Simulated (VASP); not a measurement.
Input of a VASP 6.6.1 run:

File INCAR:

```
PREC = Accurate
ENCUT = 520
EDIFF = 1E-6
ISMEAR = -1
SIGMA = 0.05
LREAL = False
LASPH = True
NELM = 100
ALGO = Normal
ISIF = 2
LWAVE = False
LCHARG = False
GGA = PS
NBANDS = 13
```

Contents of KPOINTS:

```
Automatic mesh
0
Gamma
  18 18 18
```

POSCAR

```
W
1.0
    0.0000000000      1.9301086726      1.9301086726
    1.9301086726      0.0000000000      1.9301086726
    1.9301086726      1.9301086726      0.0000000000
W
1
Direct
    0.0000000000      0.0000000000      0.0000000000
```

Potentials or basis: VASP PAW PBE potentials, release 64 (W_sv).

Run with:

```console
$ cat potpaw_PBE.64/W_sv/POTCAR > POTCAR
$ mpirun -np 1 vasp_std > vasp.out
```

Problem. What does it give for the band gap on the k mesh?

Solution. Zero (band 7 reaches 16.17 eV, above the bottom of band 8 at 11.47 eV).

Problem. Predict the pressure.

Solution. 40.5 GPa.

Caveat: the PAW data sets were made with another functional, which shifts forces and pressure a little; spin-orbit coupling is left out, which moves the levels of the heavy elements.
